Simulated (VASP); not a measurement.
# Eu: single point with PBE

The system is Eu.

```
Eu
1.0
     0.00000    2.77058    2.77058
     2.77058    0.00000    2.77058
     2.77058    2.77058    0.00000
Eu
1
Direct
  0.00000 0.00000 0.00000
```

This isn't the form of Eu at room conditions, which is bcc.

| Quantity | Value |
| --- | --- |
| Program | VASP 6.6.1 |
| Task | single point |
| Functional | PBE |
| Potentials or basis | VASP PAW PBE potentials, release 64 (Eu) |
| Cutoff | 520 eV |
| k mesh | 8 × 8 × 8 |
| Occupations | fermi-dirac, width 0.05 eV |
| Spin | collinear spin, ferromagnetic start |
| Starting moments | [7.0] μB |
| Dipole correction | no |
| Further INCAR settings | ALGO = Normal; EDIFF = 1e-06; NBANDS = 18 |

```yaml
Pressure: -0.5 GPa
Net_moment: 7.52 μB per cell
Site_moments: Eu +6.73 μB
Valence_electrons_inside_the_program's_atomic_spheres: Eu 14.73
```

Levels at points of the mesh, in eV from the Fermi level:
Spin up:
| k point | band 9 | band 10 | band 11 | band 12 | band 13 | band 14 | band 15 | band 16 |
| --- | --- | --- | --- | --- | --- | --- | --- | --- |
| (0.00, 0.00, 0.00) | -0.46 | -0.34 | -0.34 | -0.34 | 1.77 | 1.77 | 1.77 | 3.68 |
| (0.50, 0.00, 0.00) | -0.43 | -0.34 | -0.34 | -0.34 | 0.58 | 1.63 | 1.63 | 5.05 |
| (0.50, 0.50, 0.00) | -0.48 | -0.45 | -0.36 | -0.36 | -0.34 | 1.81 | 5.09 | 5.45 |
Spin down:
```
           k point  band 1  band 2  band 3  band 4  band 5  band 6  band 7  band 8  band 9  band 10
(0.00, 0.00, 0.00)  -38.45  -17.80  -17.80  -17.80   -3.42    2.94    2.94    2.94    3.84     4.21
(0.50, 0.00, 0.00)  -38.41  -18.33  -17.87  -17.87   -0.78    1.50    2.71    2.71    3.91     4.24
(0.50, 0.50, 0.00)  -38.40  -18.29  -17.99  -17.99   -0.63    0.47    2.79    4.17    4.17     4.32
```

It took 60 s on 1 thread of Oxide Virtual Turin-like Processor, on a shared host, peak memory 0.18 GiB.

Caveat: spin-orbit coupling is left out, which moves the levels of the heavy elements; semilocal functionals describe open f shells poorly, which spoils levels, moments and volumes. The state reached can hang on the start; a lower one may exist.
